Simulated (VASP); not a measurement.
# InAs (de600) (F-43m) in VASP: further runs

InAs (de600) is run at these levels: LDA; tasks: single point, relaxation of cell and atoms.

Everything below comes from runs of VASP 6.6.1. Logs are shortened: lines on timing, memory, paths and dates and some standing lists are left out, and cuts for length are marked.

## 1. The cell of the first run

Symmetry: F-43m, No. 216, cubic system. Conventional cell: a = 6.026 Å, b = 6.026 Å, c = 6.026 Å, α = 90.00°, β = 90.00°, γ = 90.00°. In (site symmetry -43m) has 4 As at 2.61 Å within 3.4 Å. As (site symmetry -43m) has 4 In at 2.61 Å within 3.4 Å.

## 2. Single point, LDA

The input, INCAR:

```
PREC     = Accurate       # precision mode
ENCUT    = 520            # plane-wave cutoff, eV
EDIFF    = 1E-6           # SCF threshold, eV
ISMEAR   = -1             # smearing method
SIGMA    = 0.15           # smearing width, eV
LREAL    = False          # projectors in reciprocal space
LASPH    = True           # aspherical terms in the spheres
NELM     = 80             # most SCF steps
ALGO     = Normal         # electronic algorithm
ISIF     = 2              # what is computed and relaxed
LWAVE    = False          # write WAVECAR
LCHARG   = True           # write CHGCAR
LELF     = True           # ELF
LVHAR    = True         
NBANDS   = 16             # bands
```

The input, KPOINTS:

```
regular mesh
0
Gamma
  12 12 12
```

The input, POSCAR:

```
InAs
1.0
    0.0000000000      3.0132019748      3.0132019748
    3.0132019748      0.0000000000      3.0132019748
    3.0132019748      3.0132019748      0.0000000000
In As
1 1
Direct
    0.2500000000      0.2500000000      0.2500000000
    0.0000000000      0.0000000000      0.0000000000
```

Potentials or basis: VASP PAW LDA potentials, release 64 (In_d, As).

Launch:

```sh
cat potpaw_LDA.64/In_d/POTCAR potpaw_LDA.64/As/POTCAR > POTCAR
mpirun -np 1 vasp_std > vasp.out
```

OUTCAR:

```text
PREC = Accurate
   ENCUT = 520
   EDIFF = 1E-6
   ISMEAR = -1
   LREAL = False
   LASPH = True
   NELM = 80
   ISIF = 2

 ion  position               nearest neighbor table
   1  0.250  0.250  0.250-   2 2.61   2 2.61   2 2.61   2 2.61
   2  0.000  0.000  0.000-   1 2.61   1 2.61   1 2.61   1 2.61

  LATTYP: Found a face centered cubic cell.
 ALAT       =     6.0264039496

  Lattice vectors:

 A1 = (   0.0000000000,   3.0132019748,   3.0132019748)
 A2 = (   3.0132019748,   0.0000000000,   3.0132019748)
 A3 = (   3.0132019748,   3.0132019748,   0.0000000000)

Analysis of symmetry for initial positions (statically):
=====================================================================
 Subroutine PRICEL returns:
 Original cell was already a primitive cell.

 Routine SETGRP: Setting up the symmetry group for a
 face centered cubic supercell.

 Subroutine GETGRP returns: Found 24 space group operations
 (whereof 24 operations were pure point group operations)
 out of a pool of 48 trial point group operations.

The static configuration has the point symmetry T_d .

Analysis of symmetry for dynamics (positions and initial velocities):
=====================================================================
 Subroutine PRICEL returns:
 Original cell was already a primitive cell.

 Routine SETGRP: Setting up the symmetry group for a
 face centered cubic supercell.

 Subroutine GETGRP returns: Found 24 space group operations
 (whereof 24 operations were pure point group operations)
 out of a pool of 48 trial point group operations.

The dynamic configuration has the point symmetry T_d .

 Subroutine INISYM returns: Found 24 space group operations
 (whereof 24 operations are pure point group operations),
 and found     1 'primitive' translations

----------------------------------------------------------------------------------------

                                     Primitive cell

  volume of cell :      54.7160

  direct lattice vectors                    reciprocal lattice vectors
     0.000000000  3.013201975  3.013201975    -0.165936437  0.165936437  0.165936437
     3.013201975  0.000000000  3.013201975     0.165936437 -0.165936437  0.165936437
     3.013201975  3.013201975  0.000000000     0.165936437  0.165936437 -0.165936437

  length of vectors
     4.261311099  4.261311099  4.261311099     0.287410340  0.287410340  0.287410340

  position of ions in fractional coordinates (direct lattice)
     0.250000000  0.250000000  0.250000000
     0.000000000  0.000000000  0.000000000

  ion indices of the primitive-cell ions
   primitive index   ion index
                 1           1
                 2           2

----------------------------------------------------------------------------------------

 KPOINTS: regular mesh

Automatic generation of k-mesh.
 Grid dimensions read from file:
 generate k-points for:   12   12   12

 Generating k-lattice:

  Cartesian coordinates                     Fractional coordinates (reciprocal lattice)
    -0.013828036  0.013828036  0.013828036     0.083333333  0.000000000  0.000000000
     0.013828036 -0.013828036  0.013828036     0.000000000  0.083333333  0.000000000
     0.013828036  0.013828036 -0.013828036     0.000000000  0.000000000  0.083333333

  Length of vectors
     0.023950862  0.023950862  0.023950862

  Shift w.r.t. Gamma in fractional coordinates (k-lattice)
     0.000000000  0.000000000  0.000000000

 Subroutine IBZKPT returns following result:
 ===========================================

 Found     72 irreducible k-points:

 Following reciprocal coordinates:
            Coordinates               Weight
  0.000000  0.000000  0.000000      1.000000
  0.083333  0.000000  0.000000      8.000000
  0.166667  0.000000  0.000000      8.000000
  0.250000  0.000000  0.000000      8.000000
  0.333333  0.000000  0.000000      8.000000
  0.416667  0.000000  0.000000      8.000000
[... 16 lines left out ...]
  0.500000  0.166667  0.000000     24.000000
 -0.416667  0.166667  0.000000     24.000000
 [... further k-points ...]
   k-points           NKPTS =     72   k-points in BZ     NKDIM =     72   number of bands    NBANDS=     16
   number of dos      NEDOS =    301   number of ions     NIONS =      2
   total plane-waves  NPLWV =  32768
   dimension x,y,z NGX =    32 NGY =   32 NGZ =   32
   dimension x,y,z NGXF=    64 NGYF=   64 NGZF=   64
   ions per type =               1   1
   NGX,Y,Z   is equivalent  to a cutoff of  12.48, 12.48, 12.48 a.u.
   NGXF,Y,Z  is equivalent  to a cutoff of  24.97, 24.97, 24.97 a.u.
 SYSTEM =  unknown system
   PREC   = accura    normal or accurate (medium, high low for compatibility)
   ISTART =      0    job   : 0-new  1-cont  2-samecut
   ICHARG =      2    charge: 1-file 2-atom 10-const
   ISPIN  =      1    spin polarized calculation?
   LNONCOLLINEAR =      F non collinear calculations
   LSORBIT =      F    spin-orbit coupling
   LASPH  =      T    aspherical Exc in radial PAW
   ENCUT  =  520.0 eV  38.22 Ry    6.18 a.u.   7.92  7.92  7.92*2*pi/ulx,y,z
   NELM   =     80;   NELMIN=  2; NELMDL= -5     # of ELM steps
   EDIFF  = 0.1E-05   stopping-criterion for ELM
   LREAL  =      F    real-space projection
   EDIFFG = 0.1E-04   stopping-criterion for IOM
   NSW    =      0    number of steps for IOM
   IBRION =     -1    ionic relax: 0-MD 1-quasi-New 2-CG
   NFREE  =      0    steps in history (QN), initial steepest desc. (CG)
   ISIF   =      2    stress and relaxation
   ISYM   =      2    0-nonsym 1-usesym 2-fastsym
   POTIM  = 0.5000    time-step for ionic-motion
   TEBEG  =    0.0;   TEEND  =   0.0 temperature during run
   PSTRESS=    0.0 pullay stress
   NELECT =      18.0000    total number of electrons
   NUPDOWN=      -1.0000    fix difference up-down
   EMIN   =  10.00;   EMAX   =-10.00  energy-range for DOS
   EFERMI =   0.00;   METHOD = LEGACY
   ISMEAR =    -1;   SIGMA  =   0.15  broadening in eV -4-tet -1-fermi 0-gaus
   EFERMI_NEDOS =   21; number of points for ismear=-14 and -15
   IALGO  =     38    algorithm
   IMIX   =      4    mixing-type and parameters
     AMIX     =   0.40;   BMIX     =  1.00
     AMIX_MAG =   1.60;   BMIX_MAG =  1.00
  volume/ion in A,a.u.               =      27.36       184.62
  Fermi-wavevector in a.u.,A,eV,Ry     =   1.130127  2.135631 17.377198  1.277188
  Thomas-Fermi vector in A             =   2.266823
   LORBIT       =      0    0 simple, 1 ext, 2 COOP (PROOUT), +10 PAW based schemes
   GGA     = CA    functional components
   LHFCALC =     F    Hartree Fock is set to
   AEXX    =    0.0000 exact exchange contribution
   IVDW    =     0    specifies the selected vdW correction
   LEPSILON=     F    determine dielectric tensor
   LRPA    =     F    only Hartree local field effects (RPA)
 non-spin polarized calculation
  energy-cutoff  :      520.00
  volume of cell :       54.72
 maximum number of plane-waves:      1488
   NGX = 15   NGY = 15   NGZ = 15

 number of electron      17.9999992 magnetization

 Free energy of the ion-electron system (eV)
  ---------------------------------------------------
  ext. energy  EPLUGINS =         0.00000000
  ---------------------------------------------------
  free energy    TOTEN  =        -9.03083857 eV

  energy without entropy =       -9.02747673  energy(sigma->0) =       -9.02915765

 E-fermi :   4.8092     XC(G=0):  -9.4564

 val. band max:        4.4421262740   @ k =   0.0000   0.0000   0.0000
 cond. band min:       5.1849039885   @ k =   0.0833   0.0000   0.0000
 fundamental gap:      0.7427777144
 Fermi energy:         4.8091743120

 k-point     1 :       0.0000    0.0000    0.0000
  band No.  band energies     occupation
      1      -9.9350      2.00000
      2      -9.9350      2.00000
      3      -9.9350      2.00000
      4      -9.8021      2.00000
      5      -9.8021      2.00000
      6      -7.5390      2.00000
[... 8 lines left out ...]
     15      14.1874      0.00000
     16      14.1874      0.00000

 k-point     2 :       0.0833    0.0000    0.0000
  band No.  band energies     occupation
      1      -9.9453      2.00000
      2      -9.9322      2.00000
      3      -9.9322      2.00000
      4      -9.8022      2.00000
      5      -9.8022      2.00000
      6      -7.4644      2.00000
[... 8 lines left out ...]
     15      13.5467      0.00000
     16      13.5467      0.00000

 k-point     3 :       0.1667    0.0000    0.0000
  band No.  band energies     occupation
      1      -9.9721      2.00000
      2      -9.9247      2.00000
      3      -9.9247      2.00000
      4      -9.8021      2.00000
      5      -9.8021      2.00000
      6      -7.2490      2.00000
[... 8 lines left out ...]
     15      13.0265      0.00000
     16      13.0265      0.00000

 k-point     4 :       0.2500    0.0000    0.0000
  band No.  band energies     occupation
      1     -10.0064      2.00000
      2      -9.9156      2.00000
      3      -9.9156      2.00000
      4      -9.8009      2.00000
      5      -9.8009      2.00000
      6      -6.9191      2.00000
[... 8 lines left out ...]
     15      12.9873      0.00000
     16      12.9873      0.00000
[... 324 lines left out ...]
 k-point    22 :       0.4167    0.1667    0.0000
  band No.  band energies     occupation
      1     -10.0667      2.00000
      2      -9.8959      2.00000
      3      -9.8894      2.00000
      4      -9.8122      2.00000
      5      -9.7900      2.00000
      6      -6.1988      2.00000
[... 8 lines left out ...]
     15      14.4791      0.00000
     16      15.2328      0.00000

 k-point    23 :       0.5000    0.1667    0.0000
  band No.  band energies     occupation
      1     -10.0781      2.00000
      2      -9.8948      2.00000
      3      -9.8874      2.00000
      4      -9.8069      2.00000
      5      -9.7914      2.00000
      6      -5.9170      2.00000
[... 8 lines left out ...]
     15      14.7743      0.00000
     16      15.2997      0.00000

 k-point    24 :      -0.4167    0.1667    0.0000
  band No.  band energies     occupation
      1     -10.0779      2.00000
      2      -9.8953      2.00000
      3      -9.8890      2.00000
      4      -9.8017      2.00000
      5      -9.7958      2.00000
      6      -5.8724      2.00000
[... 8 lines left out ...]
     15      14.1210      0.00000
     16      14.4955      0.00000

 [... further k-points ...]

------------------------ aborting loop because EDIFF is reached ----------------------------------------

  FORCE on cell =-STRESS in cart. coord.  units (eV):
  Direction    XX          YY          ZZ          XY          YZ          ZX
  --------------------------------------------------------------------------------------
  -------------------------------------------------------------------------------------
  Total        0.0505459      0.0505459      0.0505459      0.0000000      0.0000000     -0.0000000
  in kB        1.4800672      1.4800672      1.4800672      0.0000000      0.0000000     -0.0000000
  external PRESSURE =       1.4800672 kB  Pullay stress =       0.0000000 kB

 VOLUME and BASIS-vectors are now :
 -----------------------------------------------------------------------------
  energy-cutoff  :      520.00
  volume of cell :       54.72
      direct lattice vectors                 reciprocal lattice vectors
     0.000000000  3.013201975  3.013201975    -0.165936437  0.165936437  0.165936437
     3.013201975  0.000000000  3.013201975     0.165936437 -0.165936437  0.165936437
     3.013201975  3.013201975  0.000000000     0.165936437  0.165936437 -0.165936437

 POSITION                                       TOTAL-FORCE (eV/Angst)
 -----------------------------------------------------------------------------------
      1.50660      1.50660      1.50660         0.000000      0.000000     -0.000000
      0.00000      0.00000      0.00000        -0.000000     -0.000000      0.000000
 -----------------------------------------------------------------------------------
    total drift:                                0.000000      0.000000      0.000000

  FREE ENERGIE OF THE ION-ELECTRON SYSTEM (eV)
  ---------------------------------------------------
  free  energy   TOTEN  =        -9.0308385714 eV

  energy  without entropy=       -9.0274767288  energy(sigma->0) =       -9.02915765
```

Run time: 39 s. Hardware: 1 thread of Intel Xeon 6975P-C, shared host; peak memory 0.2 GiB.

What came out:

- Free energy: -9.0308 eV
- Pressure: 0.1 GPa
- Band gap on the k mesh: zero (filled and empty bands touch)

Levels at points of the mesh, in eV from the Fermi level:
| k point | band 6 | band 7 | band 8 | band 9 | band 10 | band 11 | band 12 | band 13 |
| --- | --- | --- | --- | --- | --- | --- | --- | --- |
| (0.00, 0.00, 0.00) | -12.35 | -0.71 | -0.37 | -0.37 | -0.37 | 3.46 | 3.46 | 3.46 |
| (0.50, 0.00, 0.00) | -10.83 | -6.26 | -1.38 | -1.38 | 0.46 | 4.25 | 4.25 | 6.33 |
| (0.50, 0.50, 0.00) | -10.28 | -6.33 | -2.75 | -2.75 | 1.04 | 1.59 | 8.70 | 8.84 |

Caveat: spin-orbit coupling is left out, which moves the levels of the heavy elements.

## 3. Relaxation of cell and atoms, LDA

The input, INCAR:

```
PREC = Accurate
ENCUT = 600
EDIFF = 1E-7
ISMEAR = -1
SIGMA = 0.15
LREAL = F
LASPH = T
NELM = 100
ALGO = Normal
ISIF = 3
LWAVE = F
LCHARG = F
GGA = CA
IBRION = 2
NSW = 80
EDIFFG = -0.001
```

KPOINTS is that of step 2.

The input, POSCAR:

```
InAs
1.0
    0.0000000000      3.0129697702      3.0129697702
    3.0129697702      0.0000000000      3.0129697702
    3.0129697702      3.0129697702      0.0000000000
In As
1 1
Direct
    0.2500000000      0.2500000000      0.2500000000
    0.0000000000      0.0000000000      0.0000000000
```

Potentials or basis: VASP PAW LDA potentials, release 64 (In_d, As).

Launch:

```sh
cat potpaw_LDA.64/In_d/POTCAR potpaw_LDA.64/As/POTCAR > POTCAR
mpirun -np 1 vasp_std > vasp.out
```

OUTCAR:

```text
PREC = Accurate
   ENCUT = 600
   EDIFF = 1E-7
   ISMEAR = -1
   LREAL = F
   LASPH = T
   NELM = 100
   ISIF = 3
   GGA = CA
   IBRION = 2
   NSW = 80
   EDIFFG = -0.001

 ion  position               nearest neighbor table
   1  0.250  0.250  0.250-   2 2.61   2 2.61   2 2.61   2 2.61
   2  0.000  0.000  0.000-   1 2.61   1 2.61   1 2.61   1 2.61

  LATTYP: Found a face centered cubic cell.
 ALAT       =     6.0259395404

  Lattice vectors:

 A1 = (   0.0000000000,   3.0129697702,   3.0129697702)
 A2 = (   3.0129697702,   0.0000000000,   3.0129697702)
 A3 = (   3.0129697702,   3.0129697702,   0.0000000000)

Analysis of symmetry for initial positions (statically):
=====================================================================
 Subroutine PRICEL returns:
[... 266 lines left out ...]
      4      -9.8289      2.00000
      5      -9.8289      2.00000
      6      -7.5508      2.00000
      7       4.0523      1.98395
      8       4.4101      1.83845
      9       4.4101      1.83845
     10       4.4101      1.83845
     11       8.2368      0.00000
     12       8.2368      0.00000
     13       8.2368      0.00000
[... 354 lines left out ...]
  band No.  band energies     occupation
      1     -10.1018      2.00000
      2      -9.9213      2.00000
      3      -9.9150      2.00000
      4      -9.8285      2.00000
      5      -9.8227      2.00000
      6      -5.8950      2.00000
      7      -1.3269      2.00000
      8       1.9525      2.00000
      9       3.1152      1.99997
     10       6.5300      0.00002
     11       8.6624      0.00000
     12       9.7602      0.00000
     13      11.2782      0.00000

 [... further k-points ...]

------------------------ aborting loop because EDIFF is reached ----------------------------------------

  FORCE on cell =-STRESS in cart. coord.  units (eV):
  Direction    XX          YY          ZZ          XY          YZ          ZX
  --------------------------------------------------------------------------------------
  -------------------------------------------------------------------------------------
  Total       -0.0008115     -0.0008115     -0.0008115      0.0000000      0.0000000      0.0000000
  in kB       -0.0236894     -0.0236894     -0.0236894      0.0000000      0.0000000      0.0000000
  external PRESSURE =      -0.0236894 kB  Pullay stress =       0.0000000 kB
[... 17 lines left out ...]
  FREE ENERGIE OF THE ION-ELECTRON SYSTEM (eV)
  ---------------------------------------------------
  free  energy   TOTEN  =        -9.0309934909 eV

  energy  without entropy=       -9.0275572640  energy(sigma->0) =       -9.02927538

 reached required accuracy - stopping structural energy minimisation
```

CONTCAR:

```text
InAs
   1.00000000000000
     0.0000000000000000    3.0163031276548633    3.0163031276548633
     3.0163031276548633    0.0000000000000000    3.0163031276548633
     3.0163031276548633    3.0163031276548633   -0.0000000000000000
  In              As
     1     1
Direct
     0.2500000000000000    0.2500000000000000    0.2500000000000000
     0.0000000000000000    0.0000000000000000    0.0000000000000000

  0.00000000E+00  0.00000000E+00  0.00000000E+00
  0.00000000E+00  0.00000000E+00  0.00000000E+00
```

Wall time 1.8 min (1 thread of Intel Xeon 6975P-C, shared host); peak memory 0.23 GiB.

Results:

```
Free energy                            : -9.0310 eV
Relaxed volume                         : 27.44 Å³/atom
Relaxed cell                           : a = 4.266 Å, b = 4.266 Å, c = 4.266 Å, α = 60.00°, β = 60.00°, γ = 60.00°
Space group after relaxing (to 0.05 Å) : F-43m (No. 216)
Energy gained by relaxing              : 0.1 meV/atom
Ionic steps                            : 3
Pressure after relaxing                : 0.0 GPa
Band gap on the k mesh                 : zero (filled and empty bands touch)
```

Step by step:
```tsv
step	energy change (eV)	largest force (eV/Å)	pressure (GPa)	volume (Å³)
1	0.0000	0.0000	0.19	54.70
2	-0.0001	0.0000	-0.08	54.96
3	-0.0001	0.0000	0.00	54.89
```

Final structure:
```cif
data_structure
_symmetry_space_group_name_H-M 'P 1'
_symmetry_Int_Tables_number 1
_cell_length_a 4.2657
_cell_length_b 4.2657
_cell_length_c 4.2657
_cell_angle_alpha 60.000
_cell_angle_beta 60.000
_cell_angle_gamma 60.000
_cell_volume 54.89
loop_
_atom_site_label
_atom_site_type_symbol
_atom_site_fract_x
_atom_site_fract_y
_atom_site_fract_z
_atom_site_occupancy
In1 In 0.25000 0.25000 0.25000 1
As1 As 0.00000 0.00000 0.00000 1
```

Levels at points of the mesh, in eV from the Fermi level:
| k point | band 5 | band 6 | band 7 | band 8 | band 9 | band 10 | band 11 | band 12 | band 13 |
| --- | --- | --- | --- | --- | --- | --- | --- | --- | --- |
| (0.00, 0.00, 0.00) | -14.60 | -12.33 | -0.72 | -0.36 | -0.36 | -0.36 | 3.46 | 3.46 | 3.46 |
| (0.50, 0.00, 0.00) | -14.60 | -10.82 | -6.24 | -1.38 | -1.38 | 0.46 | 4.25 | 4.25 | 6.33 |
| (0.50, 0.50, 0.00) | -14.58 | -10.27 | -6.31 | -2.73 | -2.73 | 1.04 | 1.59 | 8.68 | 8.82 |

Caveat: spin-orbit coupling is left out, which moves the levels of the heavy elements.
